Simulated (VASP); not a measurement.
Runs of VASP 6.6.1 on NaCl. The structure is that of space group Pm-3m (No. 221), or close to it. The cells are those of the table. 

| task | level | potentials or basis | cell | k mesh | cutoff (eV) | smearing | gap on the mesh (eV) | pressure (GPa) | relaxed volume (Å³/atom) |
| --- | --- | --- | --- | --- | --- | --- | --- | --- | --- |
| single point | PBE | VASP PAW PBE potentials, release 64 (Cl, Na_pv) | a = 3.502 Å, 2 atoms | 8 × 8 × 8 | 520 | gaussian 0.029 eV | 3.98 | 0.1 | - |
| single point | r2SCAN | VASP PAW PBE potentials, release 64 (Cl, Na_pv) | a = 3.502 Å, 2 atoms | 8 × 8 × 8 | 520 | fermi-dirac 0.05 eV | 4.81 | -1.2 | - |
| relaxation of cell and atoms | PBEsol+D3(BJ) | VASP PAW PBE potentials, release 64 (Cl, Na_pv) | relaxed from a = 3.502 Å, 2 atoms | 8 × 8 × 8 | 600 | fermi-dirac 0.05 eV | (a) | 0.0 | 19.29 |
| single point | LDA | VASP PAW LDA potentials, release 64 (Cl, Na_pv) | a = 3.571 Å, 2 atoms | 8 × 8 × 8 | 520 | fermi-dirac 0.05 eV | 3.43 | -4.1 | - |
| relaxation of cell and atoms | RPBE | VASP PAW PBE potentials, release 64 (Cl, Na_pv) | relaxed from a = 3.502 Å, 2 atoms | 8 × 8 × 8 | 600 | fermi-dirac 0.05 eV | 4.02 | 0.0 | (b) |
| single point | PBE | VASP PAW PBE potentials, release 64 (Cl, Na_pv) | a = 3.502 Å, 2 atoms | 8 × 8 × 8 | 500 | gaussian 0.022 eV | 3.98 | 0.0 | - |
| single point | PBE | VASP PAW PBE potentials, release 64 (Cl, Na_pv) | a = 3.502 Å, 2 atoms | 8 × 8 × 8 | 500 | gaussian 0.025 eV | 3.98 | 0.0 | - |
| single point | PBE+D4 | VASP PAW PBE potentials, release 64 (Cl, Na_pv) | a = 3.473 Å, 2 atoms | 8 × 8 × 8 | 500 | fermi-dirac 0.05 eV | 4.06 | -0.1 | - |
| single point | PBE | VASP PAW PBE potentials, release 64 (Cl, Na_pv) | a = 3.502 Å, 2 atoms | 6 × 6 × 6 | 520 | fermi-dirac 0.05 eV | 3.98 | 0.1 | - |
| single point | PBE | VASP PAW PBE potentials, release 64 (Cl, Na_pv) | a = 3.548 Å, 2 atoms | 8 × 8 × 8 | 520 | fermi-dirac 0.05 eV | 3.85 | -0.9 | - |
| single point | PBE | VASP PAW PBE potentials, release 64 (Cl, Na_pv) | a = 3.507 Å, 2 atoms | 8 × 8 × 8 | 520 | fermi-dirac 0.05 eV | 3.96 | -0.1 | - |
| relaxation of cell and atoms | PBEsol+D4 | VASP PAW PBE potentials, release 64 (Cl, Na_pv) | relaxed from a = 3.502 Å, 2 atoms | 8 × 8 × 8 | 600 | fermi-dirac 0.05 eV | 4.05 | 0.0 | 20.15 |

Alike in all rows: no spin polarisation.

Question: Fill in the values left out.

Answer: (a) 4.21; (b) 23.18.

Caveats: the PAW data sets were made with another functional, which shifts forces and pressure a little (some runs).

A k mesh can miss the band edges.
